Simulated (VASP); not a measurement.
TePb: single point with PBE

The system is TePb.

```
Pb Te
1.0
     0.00000    3.70172    3.70172
     3.70172    0.00000    3.70172
     3.70172    3.70172    0.00000
Pb Te
1 1
Direct
  0.00000 0.00000 0.00000
  0.25000 0.25000 0.25000
```

```
Program             : VASP 6.6.1
Task                : single point
Functional          : PBE
Potentials or basis : VASP PAW PBE potentials, release 64 (Pb_d, Te)
Cutoff              : 520 eV
k mesh              : 6 × 6 × 6
Occupations         : gaussian, width 0.01 eV
Spin                : no spin polarisation
```

* Pressure: -0.7 GPa
* Band gap on the k mesh: 0.82 eV (least direct gap 1.22 eV)

Levels at points of the mesh, in eV from the valence-band top:
| k point | band 7 | band 8 | band 9 | band 10 | band 11 | band 12 | band 13 | band 14 |
| --- | --- | --- | --- | --- | --- | --- | --- | --- |
| (0.00, 0.00, 0.00) | -6.21 | -1.19 | -1.19 | -1.19 | 1.71 | 1.71 | 1.71 | 4.29 |
| (0.50, 0.00, 0.00) | -7.63 | -1.71 | -1.71 | -1.67 | 2.49 | 2.49 | 3.70 | 6.00 |
| (0.50, 0.50, 0.00) | -8.08 | -2.33 | -2.33 | -0.40 | 0.82 | 4.37 | 4.37 | 5.78 |

Run time: 35 s on 1 thread of Intel(R) Xeon(R) Platinum 8488C (Sapphire Rapids) (shared host), peak memory 0.25 GiB.

Caveat: spin-orbit coupling is left out, which moves the levels of the heavy elements. A k mesh can miss the band edges.
